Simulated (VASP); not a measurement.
# SrTiO3 (Tausonite) (Pm-3m) in VASP: settings compared

Aim: see how the results for SrTiO3 (Tausonite) move with the level of theory and the settings. Levels: HSE06, PBE. Tasks: single point.

Program: VASP 6.6.1. These are calculated values, not measurements. Logs are shortened: lines on timing, memory, paths and dates and some standing lists are left out, and cuts for length are marked.

## 1. The cell of the first run

The structure is cubic, space group Pm-3m (No. 221). Conventional cell: a = 3.936 Å, b = 3.936 Å, c = 3.936 Å, α = 90.00°, β = 90.00°, γ = 90.00°. Sr (site symmetry m-3m) has 12 O at 2.78 Å and 8 Ti at 3.41 Å within 3.7 Å. Within 2.6 Å of Ti (site symmetry m-3m) lie 6 O at 1.97 Å. O (site symmetry 4/mmm) has 2 Ti at 1.97 Å within 2.6 Å.

## 2. Single point, HSE06

POSCAR

```
SrTiO3
1.0
    3.9364041151      0.0000000000      0.0000000000
    0.0000000000      3.9364041151      0.0000000000
    0.0000000000      0.0000000000      3.9364041151
Sr Ti O
1 1 3
Direct
    0.5000000000      0.5000000000      0.5000000000
    0.0000000000      0.0000000000      0.0000000000
    0.5000000000      0.0000000000      0.0000000000
    0.0000000000      0.5000000000      0.0000000000
    0.0000000000      0.0000000000      0.5000000000
```

INCAR.step1

```
SYSTEM = SrTiO3
ALGO     = Normal         ! electronic algorithm
EDIFF    = 1E-5           ! SCF threshold, eV
ENCUT    = 520            ! plane-wave cutoff, eV
GGA      = PE             ! functional
ISIF     = 2              ! what is computed and relaxed
ISMEAR   = 0              ! smearing method
LASPH    = .True.         ! aspherical terms in the spheres
LREAL    = .False.        ! projectors in reciprocal space
LWAVE    = .True.         ! write WAVECAR
NBANDS   = 28             ! bands
NELM     = 100            ! most SCF steps
PREC     = Accurate       ! precision mode
SIGMA    = 0.01           ! smearing width, eV
```

INCAR.step2

```
SYSTEM = SrTiO3
ALGO     = Normal         ! electronic algorithm
EDIFF    = 1E-6           ! SCF threshold, eV
ENCUT    = 520            ! plane-wave cutoff, eV
GGA      = PE             ! functional
HFSCREEN = 0.2079         ! screening, 1/A
ISIF     = 2              ! what is computed and relaxed
ISMEAR   = 0              ! smearing method
ISTART   = 1            
LASPH    = .True.         ! aspherical terms in the spheres
LCHARG   = .True.         ! write CHGCAR
LELF     = .True.         ! ELF
LHFCALC  = .True.         ! exact exchange
LREAL    = .False.        ! projectors in reciprocal space
LVHAR    = .True.       
LWAVE    = .False.        ! write WAVECAR
NBANDS   = 28             ! bands
NELM     = 100            ! most SCF steps
PREC     = Accurate       ! precision mode
PRECFOCK = Fast         
SIGMA    = 0.01           ! smearing width, eV
```

KPOINTS

```
k-points
0
Gamma
  4 4 4
  0 0 0
```

Potentials or basis: VASP PAW PBE potentials, release 64 (Sr_sv, Ti_sv, O).

On the command line:

```bash
$ cat potpaw_PBE.64/Sr_sv/POTCAR potpaw_PBE.64/Ti_sv/POTCAR potpaw_PBE.64/O/POTCAR > POTCAR
$ cp INCAR.step1 INCAR
$ mpirun -np 1 vasp_std > vasp.out
$ cp INCAR.step2 INCAR
$ mpirun -np 1 vasp_std > vasp.out
```

OUTCAR:

```text
SYSTEM = SrTiO3
   EDIFF = 1E-6
   ENCUT = 520
   GGA = PE
   HFSCREEN = 0.2079
   ISIF = 2
   ISMEAR = 0
   ISTART = 1
   LASPH = .True.
   LHFCALC = .True.
   LREAL = .False.
   NELM = 100
   PREC = Accurate
   PRECFOCK = Fast

 ion  position               nearest neighbor table
   1  0.500  0.500  0.500-   3 2.78   4 2.78   5 2.78   3 2.78   4 2.78   3 2.78   5 2.78   3 2.78
                             4 2.78   5 2.78   4 2.78   5 2.78   2 3.41   2 3.41   2 3.41   2 3.41
   2  0.000  0.000  0.000-   3 1.97   4 1.97   5 1.97   5 1.97   4 1.97   3 1.97   1 3.41   1 3.41
                             1 3.41   1 3.41   1 3.41   1 3.41   1 3.41   1 3.41
   3  0.500  0.000  0.000-   2 1.97   2 1.97   1 2.78   1 2.78   1 2.78   1 2.78
   4  0.000  0.500  0.000-   2 1.97   2 1.97   1 2.78   1 2.78   1 2.78   1 2.78
   5  0.000  0.000  0.500-   2 1.97   2 1.97   1 2.78   1 2.78   1 2.78   1 2.78

  LATTYP: Found a simple cubic cell.
 ALAT       =     3.9364041151

  Lattice vectors:

 A1 = (   3.9364041151,   0.0000000000,   0.0000000000)
 A2 = (   0.0000000000,   3.9364041151,   0.0000000000)
 A3 = (   0.0000000000,   0.0000000000,   3.9364041151)

Analysis of symmetry for initial positions (statically):
=====================================================================
 Subroutine PRICEL returns:
 Original cell was already a primitive cell.

 Routine SETGRP: Setting up the symmetry group for a
 simple cubic supercell.

 Subroutine GETGRP returns: Found 48 space group operations
 (whereof 48 operations were pure point group operations)
 out of a pool of 48 trial point group operations.

The static configuration has the point symmetry O_h .

Analysis of symmetry for dynamics (positions and initial velocities):
=====================================================================
 Subroutine PRICEL returns:
 Original cell was already a primitive cell.

 Routine SETGRP: Setting up the symmetry group for a
 simple cubic supercell.

 Subroutine GETGRP returns: Found 48 space group operations
 (whereof 48 operations were pure point group operations)
 out of a pool of 48 trial point group operations.

The dynamic configuration has the point symmetry O_h .

 Subroutine INISYM returns: Found 48 space group operations
 (whereof 48 operations are pure point group operations),
 and found     1 'primitive' translations

----------------------------------------------------------------------------------------

                                     Primitive cell

  volume of cell :      60.9957

  direct lattice vectors                    reciprocal lattice vectors
     3.936404115  0.000000000  0.000000000     0.254038958  0.000000000  0.000000000
     0.000000000  3.936404115  0.000000000     0.000000000  0.254038958  0.000000000
     0.000000000  0.000000000  3.936404115     0.000000000  0.000000000  0.254038958

  length of vectors
     3.936404115  3.936404115  3.936404115     0.254038958  0.254038958  0.254038958

  position of ions in fractional coordinates (direct lattice)
     0.500000000  0.500000000  0.500000000
     0.000000000  0.000000000  0.000000000
     0.500000000  0.000000000  0.000000000
     0.000000000  0.500000000  0.000000000
     0.000000000  0.000000000  0.500000000

  ion indices of the primitive-cell ions
   primitive index   ion index
                 1           1
                 2           2
                 3           3
                 4           4
                 5           5

----------------------------------------------------------------------------------------

 KPOINTS: k-points

Automatic generation of k-mesh.
 Grid dimensions read from file:
 generate k-points for:    4    4    4

 Generating k-lattice:

  Cartesian coordinates                     Fractional coordinates (reciprocal lattice)
     0.063509740  0.000000000  0.000000000     0.250000000  0.000000000  0.000000000
     0.000000000  0.063509740  0.000000000     0.000000000  0.250000000  0.000000000
     0.000000000  0.000000000  0.063509740     0.000000000  0.000000000  0.250000000

  Length of vectors
     0.063509740  0.063509740  0.063509740

  Shift w.r.t. Gamma in fractional coordinates (k-lattice)
     0.000000000  0.000000000  0.000000000

 Subroutine IBZKPT returns following result:
 ===========================================

 Found     10 irreducible k-points:

 Following reciprocal coordinates:
            Coordinates               Weight
  0.000000  0.000000  0.000000      1.000000
  0.250000  0.000000  0.000000      6.000000
  0.500000  0.000000  0.000000      3.000000
  0.250000  0.250000  0.000000     12.000000
  0.500000  0.250000  0.000000     12.000000
  0.500000  0.500000  0.000000      3.000000
  0.250000  0.250000  0.250000      8.000000
  0.500000  0.250000  0.250000     12.000000
  0.500000  0.500000  0.250000      6.000000
  0.500000  0.500000  0.500000      1.000000
   k-points           NKPTS =     10   k-points in BZ     NKDIM =     64   number of bands    NBANDS=     28
   number of dos      NEDOS =    301   number of ions     NIONS =      5
   total plane-waves  NPLWV =  27000
   dimension x,y,z NGX =    30 NGY =   30 NGZ =   30
   dimension x,y,z NGXF=    60 NGYF=   60 NGZF=   60
   ions per type =               1   1   3
   NGX,Y,Z   is equivalent  to a cutoff of  12.67, 12.67, 12.67 a.u.
   NGXF,Y,Z  is equivalent  to a cutoff of  25.34, 25.34, 25.34 a.u.
 SYSTEM =  SrTiO3
   PREC   = accura    normal or accurate (medium, high low for compatibility)
   ISTART =      1    job   : 0-new  1-cont  2-samecut
   ICHARG =      0    charge: 1-file 2-atom 10-const
   ISPIN  =      1    spin polarized calculation?
   LNONCOLLINEAR =      F non collinear calculations
   LSORBIT =      F    spin-orbit coupling
   LASPH  =      T    aspherical Exc in radial PAW
   ENCUT  =  520.0 eV  38.22 Ry    6.18 a.u.   7.32  7.32  7.32*2*pi/ulx,y,z
   NELM   =    100;   NELMIN=  2; NELMDL=  0     # of ELM steps
   EDIFF  = 0.1E-05   stopping-criterion for ELM
   LREAL  =      F    real-space projection
   EDIFFG = 0.1E-04   stopping-criterion for IOM
   NSW    =      0    number of steps for IOM
   IBRION =     -1    ionic relax: 0-MD 1-quasi-New 2-CG
   NFREE  =      0    steps in history (QN), initial steepest desc. (CG)
   ISIF   =      2    stress and relaxation
   ISYM   =      3    0-nonsym 1-usesym 2-fastsym
   POTIM  = 0.5000    time-step for ionic-motion
   TEBEG  =    0.0;   TEEND  =   0.0 temperature during run
   PSTRESS=    0.0 pullay stress
   NELECT =      40.0000    total number of electrons
   NUPDOWN=      -1.0000    fix difference up-down
   EMIN   =  10.00;   EMAX   =-10.00  energy-range for DOS
   EFERMI =   0.00;   METHOD = LEGACY
   ISMEAR =     0;   SIGMA  =   0.01  broadening in eV -4-tet -1-fermi 0-gaus
   EFERMI_NEDOS =   21; number of points for ismear=-14 and -15
   IALGO  =     38    algorithm
   IMIX   =      1    mixing-type and parameters
     AMIX     =   0.40;   BMIX     =  1.00
     AMIX_MAG =   1.60;   BMIX_MAG =  1.00
  volume/ion in A,a.u.               =      12.20        82.32
  Fermi-wavevector in a.u.,A,eV,Ry     =   1.422313  2.687782 27.524232  2.022974
  Thomas-Fermi vector in A             =   2.543030
   LORBIT       =      0    0 simple, 1 ext, 2 COOP (PROOUT), +10 PAW based schemes
   GGA     = PE    functional components
   LHFCALC =     T    Hartree Fock is set to
   PRECFOCK=fast      Normal, Fast or Accurate (Low or Medium for compatibility)
   ENCUT4O =  -1.0   cutoff for four orbital integrals eV
   NKREDX  =     1    reduce k-point grid by
   NKREDY  =     1    reduce k-point grid by
   NKREDZ  =     1    reduce k-point grid by
   AEXX    =    0.2500 exact exchange contribution
   HFSCREEN=    0.2079 screening length (either q_TF or 0.3 A-1)
   HFSCREENC=   0.2079 screening length for correlation (either q_TF or 0.3 A-1)
   ENCUTFOCK=  -1.0 apply spherical cutoff to Coloumb kernel
   IVDW    =     0    specifies the selected vdW correction
   LEPSILON=     F    determine dielectric tensor
   LRPA    =     F    only Hartree local field effects (RPA)
 non-spin polarized calculation
 Gauss-broadening in eV      SIGMA  =   0.01
  energy-cutoff  :      520.00
  volume of cell :       61.00
 maximum number of plane-waves:      1671
 NGX is ok and might be reduce to    30
  NGX = 16; NGY = 16; NGZ = 16

 number of electron      39.9999990 magnetization

 Free energy of the ion-electron system (eV)
  ---------------------------------------------------
  ext. energy  EPLUGINS =         0.00000000
  ---------------------------------------------------
  free energy    TOTEN  =       -48.58897929 eV

  energy without entropy =      -48.58897929  energy(sigma->0) =      -48.58897929

 E-fermi :   3.1285     XC(G=0):  -9.1545

 val. band max:        2.9561681834   @ k =   0.5000   0.5000   0.5000
 cond. band min:       6.1848046687   @ k =   0.0000   0.0000   0.0000
 fundamental gap:      3.2286364852
 Fermi energy:         3.1285081214

 k-point     1 :       0.0000    0.0000    0.0000
  band No.  band energies     occupation
      1     -58.0069      2.00000
      2     -32.5715      2.00000
      3     -32.5715      2.00000
      4     -32.5715      2.00000
      5     -31.8062      2.00000
      6     -16.0711      2.00000
[... 20 lines left out ...]
     27       9.9510      0.00000
     28      10.5659      0.00000

 k-point     2 :       0.2500    0.0000    0.0000
  band No.  band energies     occupation
      1     -58.0064      2.00000
      2     -32.6106      2.00000
      3     -32.5694      2.00000
      4     -32.5694      2.00000
      5     -31.7875      2.00000
      6     -16.0760      2.00000
[... 20 lines left out ...]
     27      10.9099      0.00000
     28      11.9998      0.00000

 k-point     3 :       0.5000    0.0000    0.0000
  band No.  band energies     occupation
      1     -58.0057      2.00000
      2     -32.6487      2.00000
      3     -32.5672      2.00000
      4     -32.5672      2.00000
      5     -31.7697      2.00000
      6     -16.1694      2.00000
[... 182 lines left out ...]
      3     -32.6296      2.00000
      4     -32.5951      2.00000
      5     -31.7558      2.00000
      6     -15.0546      2.00000
[... 20 lines left out ...]
     27      12.6582      0.00000
     28      12.9056      0.00000

 k-point    10 :       0.5000    0.5000    0.5000
  band No.  band energies     occupation
      1     -58.0033      2.00000
      2     -32.6272      2.00000
      3     -32.6272      2.00000
      4     -32.6272      2.00000
      5     -31.7469      2.00000
      6     -14.6872      2.00000
[... 20 lines left out ...]
     27      12.9061      0.00000
     28      12.9061      0.00000

------------------------ aborting loop because EDIFF is reached ----------------------------------------

  FORCE on cell =-STRESS in cart. coord.  units (eV):
  Direction    XX          YY          ZZ          XY          YZ          ZX
  --------------------------------------------------------------------------------------
  -------------------------------------------------------------------------------------
  Total       -1.9601464     -1.9601464     -1.9601464      0.0000000      0.0000000      0.0000000
  in kB      -51.4872928    -51.4872928    -51.4872928      0.0000000      0.0000000      0.0000000
  external PRESSURE =     -51.4872928 kB  Pullay stress =       0.0000000 kB

 VOLUME and BASIS-vectors are now :
 -----------------------------------------------------------------------------
  energy-cutoff  :      520.00
  volume of cell :       61.00
      direct lattice vectors                 reciprocal lattice vectors
     3.936404115  0.000000000  0.000000000     0.254038958  0.000000000  0.000000000
     0.000000000  3.936404115  0.000000000     0.000000000  0.254038958  0.000000000
     0.000000000  0.000000000  3.936404115     0.000000000  0.000000000  0.254038958

 POSITION                                       TOTAL-FORCE (eV/Angst)
 -----------------------------------------------------------------------------------
      1.96820      1.96820      1.96820         0.000000      0.000000      0.000000
      0.00000      0.00000      0.00000         0.000000      0.000000      0.000000
      1.96820      0.00000      0.00000         0.000000      0.000000      0.000000
      0.00000      1.96820      0.00000         0.000000      0.000000      0.000000
      0.00000      0.00000      1.96820         0.000000      0.000000      0.000000
 -----------------------------------------------------------------------------------
    total drift:                                0.000000      0.000001      0.000000

  FREE ENERGIE OF THE ION-ELECTRON SYSTEM (eV)
  ---------------------------------------------------
  free  energy   TOTEN  =       -48.5889792944 eV

  energy  without entropy=      -48.5889792944  energy(sigma->0) =      -48.58897929
```

It took 16 min on 1 thread of Intel Xeon Platinum 8488C (Sapphire Rapids), shared host; peak memory 0.29 GiB.

What came out:

| Quantity | Value |
| --- | --- |
| Free energy | -48.5890 eV |
| Pressure | -5.1 GPa |
| Band gap on the k mesh | 3.23 eV, indirect (least direct gap 3.62 eV) |

Levels at points of the mesh, in eV from the valence-band top:
| k point | band 16 | band 17 | band 18 | band 19 | band 20 | band 21 | band 22 | band 23 | band 24 | band 25 |
| --- | --- | --- | --- | --- | --- | --- | --- | --- | --- | --- |
| (0.00, 0.00, 0.00) | -1.22 | -1.22 | -0.39 | -0.39 | -0.39 | 3.23 | 3.23 | 3.23 | 5.51 | 5.51 |
| (0.50, 0.00, 0.00) | -2.45 | -2.45 | -2.01 | -0.80 | -0.80 | 3.40 | 5.26 | 5.26 | 5.53 | 7.87 |
| (0.50, 0.50, 0.00) | -2.94 | -1.97 | -1.68 | -1.68 | -0.09 | 5.28 | 5.28 | 5.83 | 6.55 | 9.58 |
| (0.50, 0.50, 0.50) | -3.97 | -3.97 | 0.00 | 0.00 | 0.00 | 6.05 | 6.05 | 6.05 | 8.54 | 8.54 |

Caveat: the PAW data sets were made with another functional, which shifts forces and pressure a little.

[end of part 1 of 2]
